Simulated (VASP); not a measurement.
# BN (C2) in VASP: single point with PBE

Aim: the single point of BN with PBE.

Program: VASP 6.6.1. These are calculated values, not measurements. Logs are shortened: lines on timing, memory, paths and dates and some standing lists are left out, and cuts for length are marked.

## (1) The cell of the first run

The structure is monoclinic, space group C2 (No. 5). The conventional cell has a = 2.529 Å, b = 4.463 Å, c = 3.515 Å, α = 90.00°, β = 107.59°, γ = 90.00°. B (site symmetry 2) has 3 N at 1.41 to 1.61 Å within 1.9 Å. Within 1.9 Å of N (site symmetry 2) lie 3 B at 1.41 to 1.61 Å.

## (2) Single point, PBE (strained and its atoms moved)

Input file INCAR:

```
PREC = Accurate ; ENCUT = 520
EDIFF = 1E-6 ; ISMEAR = 0
SIGMA = 0.02 ; LREAL = F
LASPH = T ; NELM = 80
ALGO = Normal ; ISIF = 2
LWAVE = F ; LCHARG = F
GGA = PE ; NBANDS = 11
```

Input file KPOINTS:

```
regular mesh
0
Gamma
  12 12 12
```

Input file POSCAR:

```
BN
1.0
   -0.1035662080      3.3551187121      2.2312689254
    1.2637604150     -0.0370858591      2.2312689254
    1.1601942070      3.3180328529      0.0000000000
B N
1 1
Direct
    0.0138984821      0.0138984821      0.9861015179
    0.6528015079      0.6528015079      0.3471984921
```

Potentials or basis: VASP PAW PBE potentials, release 64 (B, N).

On the command line:

```sh
$ cat potpaw_PBE.64/B/POTCAR potpaw_PBE.64/N/POTCAR > POTCAR
$ mpirun -np 1 vasp_std > vasp.out
```

OUTCAR:

```text
PREC = Accurate
   ENCUT = 520
   EDIFF = 1E-6
   ISMEAR = 0
   LREAL = F
   LASPH = T
   NELM = 80
   ISIF = 2
   GGA = PE

 ion  position               nearest neighbor table
   1  0.014  0.014  0.986-   2 1.41   2 1.41   2 1.61
   2  0.653  0.653  0.347-   1 1.41   1 1.41   1 1.61

  LATTYP: Found a base centered monoclinic cell.
 ALAT       =     2.5286089041
 B/A-ratio  =     1.7648193216
 C/A-ratio  =     1.3901018210
 COS(beta)  =    -0.3022360916

  Lattice vectors:

 A1 = (  -1.2637604150,   0.0370858591,  -2.2312689254)
 A2 = (  -1.2637604150,   0.0370858592,   2.2312689254)
 A3 = (   1.1601942070,   3.3180328529,   0.0000000000)

Analysis of symmetry for initial positions (statically):
=====================================================================
 Subroutine PRICEL returns:
 Original cell was already a primitive cell.

 Routine SETGRP: Setting up the symmetry group for a
 base centered monoclinic supercell.

 Subroutine GETGRP returns: Found  2 space group operations
 (whereof  2 operations were pure point group operations)
 out of a pool of  4 trial point group operations.

The static configuration has the point symmetry C_2 .

Analysis of symmetry for dynamics (positions and initial velocities):
=====================================================================
 Subroutine PRICEL returns:
 Original cell was already a primitive cell.

 Routine SETGRP: Setting up the symmetry group for a
 base centered monoclinic supercell.

 Subroutine GETGRP returns: Found  2 space group operations
 (whereof  2 operations were pure point group operations)
 out of a pool of  4 trial point group operations.

The dynamic configuration has the point symmetry C_2 .

 Subroutine INISYM returns: Found  2 space group operations
 (whereof  2 operations are pure point group operations),
 and found     1 'primitive' translations

----------------------------------------------------------------------------------------

                                     Primitive cell

  volume of cell :      18.9043

  direct lattice vectors                    reciprocal lattice vectors
    -0.103566208  3.355118712  2.231268925    -0.391626101  0.136937262  0.224087735
     1.263760415 -0.037085859  2.231268925     0.391626101 -0.136937262  0.224087735
     1.160194207  3.318032853  0.000000000     0.400380560  0.161385019 -0.224087735

  length of vectors
     4.030646170  2.564571458  3.515023842     0.471527443  0.471527443  0.486379512

  position of ions in fractional coordinates (direct lattice)
     0.013898482  0.013898482  0.986101518
     0.652801508  0.652801508  0.347198492

  ion indices of the primitive-cell ions
   primitive index   ion index
                 1           1
                 2           2

----------------------------------------------------------------------------------------

 KPOINTS: regular mesh

Automatic generation of k-mesh.
 Grid dimensions read from file:
 generate k-points for:   12   12   12

 Generating k-lattice:

  Cartesian coordinates                     Fractional coordinates (reciprocal lattice)
    -0.032635508  0.011411438  0.018673978     0.083333333  0.000000000  0.000000000
     0.032635508 -0.011411438  0.018673978     0.000000000  0.083333333  0.000000000
     0.033365047  0.013448752 -0.018673978     0.000000000 -0.000000000  0.083333333

  Length of vectors
     0.039293954  0.039293954  0.040531626

  Shift w.r.t. Gamma in fractional coordinates (k-lattice)
     0.000000000  0.000000000  0.000000000

 Subroutine IBZKPT returns following result:
 ===========================================

 Found    476 irreducible k-points:

 Following reciprocal coordinates:
            Coordinates               Weight
  0.000000  0.000000  0.000000      1.000000
  0.083333 -0.000000  0.000000      4.000000
  0.166667 -0.000000  0.000000      4.000000
  0.250000 -0.000000 -0.000000      4.000000
  0.333333  0.000000  0.000000      4.000000
  0.416667 -0.000000 -0.000000      4.000000
[... 16 lines left out ...]
  0.500000  0.166667  0.000000      4.000000
 -0.416667  0.166667  0.000000      4.000000
 [... further k-points ...]
   k-points           NKPTS =    476   k-points in BZ     NKDIM =    476   number of bands    NBANDS=     11
   number of dos      NEDOS =    301   number of ions     NIONS =      2
   total plane-waves  NPLWV =  16800
   dimension x,y,z NGX =    30 NGY =   20 NGZ =   28
   dimension x,y,z NGXF=    60 NGYF=   40 NGZF=   56
   ions per type =               1   1
   NGX,Y,Z   is equivalent  to a cutoff of  12.37, 12.96, 13.24 a.u.
   NGXF,Y,Z  is equivalent  to a cutoff of  24.75, 25.93, 26.49 a.u.
 SYSTEM =  unknown system
   PREC   = accura    normal or accurate (medium, high low for compatibility)
   ISTART =      0    job   : 0-new  1-cont  2-samecut
   ICHARG =      2    charge: 1-file 2-atom 10-const
   ISPIN  =      1    spin polarized calculation?
   LNONCOLLINEAR =      F non collinear calculations
   LSORBIT =      F    spin-orbit coupling
   LASPH  =      T    aspherical Exc in radial PAW
   ENCUT  =  520.0 eV  38.22 Ry    6.18 a.u.   7.49  4.77  6.54*2*pi/ulx,y,z
   NELM   =     80;   NELMIN=  2; NELMDL= -5     # of ELM steps
   EDIFF  = 0.1E-05   stopping-criterion for ELM
   LREAL  =      F    real-space projection
   EDIFFG = 0.1E-04   stopping-criterion for IOM
   NSW    =      0    number of steps for IOM
   IBRION =     -1    ionic relax: 0-MD 1-quasi-New 2-CG
   NFREE  =      0    steps in history (QN), initial steepest desc. (CG)
   ISIF   =      2    stress and relaxation
   ISYM   =      2    0-nonsym 1-usesym 2-fastsym
   POTIM  = 0.5000    time-step for ionic-motion
   TEBEG  =    0.0;   TEEND  =   0.0 temperature during run
   PSTRESS=    0.0 pullay stress
   NELECT =       8.0000    total number of electrons
   NUPDOWN=      -1.0000    fix difference up-down
   EMIN   =  10.00;   EMAX   =-10.00  energy-range for DOS
   EFERMI =   0.00;   METHOD = LEGACY
   ISMEAR =     0;   SIGMA  =   0.02  broadening in eV -4-tet -1-fermi 0-gaus
   EFERMI_NEDOS =   21; number of points for ismear=-14 and -15
   IALGO  =     38    algorithm
   IMIX   =      4    mixing-type and parameters
     AMIX     =   0.40;   BMIX     =  1.00
     AMIX_MAG =   1.60;   BMIX_MAG =  1.00
  volume/ion in A,a.u.               =       9.45        63.79
  Fermi-wavevector in a.u.,A,eV,Ry     =   1.229092  2.322648 20.553885  1.510668
  Thomas-Fermi vector in A             =   2.363993
   LORBIT       =      0    0 simple, 1 ext, 2 COOP (PROOUT), +10 PAW based schemes
   GGA     = PE    functional components
   LHFCALC =     F    Hartree Fock is set to
   AEXX    =    0.0000 exact exchange contribution
   IVDW    =     0    specifies the selected vdW correction
   LEPSILON=     F    determine dielectric tensor
   LRPA    =     F    only Hartree local field effects (RPA)
 non-spin polarized calculation
 Gauss-broadening in eV      SIGMA  =   0.02
  energy-cutoff  :      520.00
  volume of cell :       18.90
 maximum number of plane-waves:       521
 NGX is ok and might be reduce to    30
   NGX = 15   NGY =  9   NGZ = 13

 number of electron       8.0000000 magnetization

 Free energy of the ion-electron system (eV)
  ---------------------------------------------------
  ext. energy  EPLUGINS =         0.00000000
  ---------------------------------------------------
  free energy    TOTEN  =       -17.29169809 eV

  energy without entropy =      -17.29169809  energy(sigma->0) =      -17.29169809

 E-fermi :   2.3232     XC(G=0):  -9.8858

 val. band max:        2.0933230418   @ k =   0.4167  -0.3333   0.0833
 cond. band min:       5.8942899207   @ k =   0.0000   0.0000   0.5000
 fundamental gap:      3.8009668789
 Fermi energy:         2.3231763652

 k-point     1 :       0.0000    0.0000    0.0000
  band No.  band energies     occupation
      1     -15.5310      2.00000
      2      -1.9407      2.00000
      3      -0.7559      2.00000
      4       1.8726      2.00000
      5       7.0665      0.00000
      6      11.0597      0.00000
      7      14.5716      0.00000
      8      15.3391      0.00000
      9      15.9940      0.00000
     10      26.4430      0.00000
     11      29.3782      0.00000

 k-point     2 :       0.0833   -0.0000    0.0000
  band No.  band energies     occupation
      1     -15.4006      2.00000
      2      -1.8095      2.00000
      3      -1.1543      2.00000
      4       1.5054      2.00000
      5       7.3584      0.00000
      6      11.3707      0.00000
      7      14.0672      0.00000
      8      15.1722      0.00000
      9      16.7036      0.00000
     10      26.7740      0.00000
     11      27.5617      0.00000

 k-point     3 :       0.1667   -0.0000    0.0000
  band No.  band energies     occupation
      1     -15.0179      2.00000
      2      -2.2157      2.00000
      3      -1.4072      2.00000
      4       0.6514      2.00000
      5       8.1127      0.00000
      6      11.8692      0.00000
      7      12.7726      0.00000
      8      15.7273      0.00000
      9      17.9074      0.00000
     10      24.7934      0.00000
     11      27.5832      0.00000
[... 267 lines left out ...]
 k-point    23 :       0.5000    0.1667    0.0000
  band No.  band energies     occupation
      1     -12.6812      2.00000
      2      -6.0735      2.00000
      3      -3.0136      2.00000
      4       1.2911      2.00000
      5       7.4202      0.00000
      6      12.1752      0.00000
      7      14.1958      0.00000
      8      17.4559      0.00000
      9      19.9070      0.00000
     10      22.1390      0.00000
     11      24.8927      0.00000

 k-point    24 :      -0.4167    0.1667    0.0000
  band No.  band energies     occupation
      1     -12.3820      2.00000
      2      -6.5720      2.00000
      3      -3.0716      2.00000
      4       1.7236      2.00000
      5       6.5938      0.00000
      6      12.4187      0.00000
      7      15.2029      0.00000
      8      16.9963      0.00000
      9      20.2395      0.00000
     10      21.8789      0.00000
     11      24.4402      0.00000

 [... further k-points ...]

------------------------ aborting loop because EDIFF is reached ----------------------------------------

  FORCE on cell =-STRESS in cart. coord.  units (eV):
  Direction    XX          YY          ZZ          XY          YZ          ZX
  --------------------------------------------------------------------------------------
  -------------------------------------------------------------------------------------
  Total        0.7395999      0.3221708     -2.4263182      0.0513776     -0.0000000      0.0000000
  in kB       62.6825175     27.3045970   -205.6351618      4.3543542     -0.0000000      0.0000000
  external PRESSURE =     -38.5493491 kB  Pullay stress =       0.0000000 kB

 VOLUME and BASIS-vectors are now :
 -----------------------------------------------------------------------------
  energy-cutoff  :      520.00
  volume of cell :       18.90
      direct lattice vectors                 reciprocal lattice vectors
    -0.103566208  3.355118712  2.231268925    -0.391626101  0.136937262  0.224087735
     1.263760415 -0.037085859  2.231268925     0.391626101 -0.136937262  0.224087735
     1.160194207  3.318032853  0.000000000     0.400380560  0.161385019 -0.224087735

 POSITION                                       TOTAL-FORCE (eV/Angst)
 -----------------------------------------------------------------------------------
      1.16019      3.31803      0.06202         0.000000     -0.000000     -3.609197
      1.16019      3.31803      2.91315        -0.000000      0.000000      3.609197
 -----------------------------------------------------------------------------------
    total drift:                               -0.000003     -0.000004      0.000123

  FREE ENERGIE OF THE ION-ELECTRON SYSTEM (eV)
  ---------------------------------------------------
  free  energy   TOTEN  =       -17.2916980888 eV

  energy  without entropy=      -17.2916980888  energy(sigma->0) =      -17.29169809
```

It took 3.1 min on 1 thread of Intel Xeon 8259CL, shared host; peak memory 0.22 GiB.

Results:

| Item | Value |
| --- | --- |
| Free energy | -17.2917 eV |
| Pressure | -3.9 GPa |
| Largest force | 3.609 eV/Å |
| Band gap on the k mesh | 3.80 eV (least direct gap 4.39 eV) |

Forces in eV/Å, atoms in the order of the input:
```
B    0.000  0.000 -3.609
N    0.000  0.000  3.609
```

Levels at points of the mesh, in eV from the valence-band top:
```tsv
k point	band 2	band 3	band 4	band 5	band 6	band 7
(0.00, 0.00, 0.00)	-4.03	-2.85	-0.22	4.97	8.97	12.48
(0.50, 0.00, 0.00)	-8.97	-3.76	-0.64	4.38	8.56	12.97
(0.50, 0.50, 0.00)	-8.63	-4.80	-0.94	6.90	8.89	12.15
(0.00, 0.00, 0.50)	-8.91	-3.75	-0.95	3.80	8.78	13.54
(0.50, 0.00, 0.50)	-6.08	-2.88	-0.19	8.76	9.81	11.62
(0.00, 0.50, 0.50)	-8.36	-4.85	-2.19	4.40	9.48	14.16
```

Caveat: the cell differs from its parent crystal (strained and its atoms moved); the cell stands under tension; forces of over 1 eV/Å act on the atoms, so gaps and moduli don't describe the material at rest. A k mesh can miss the band edges.
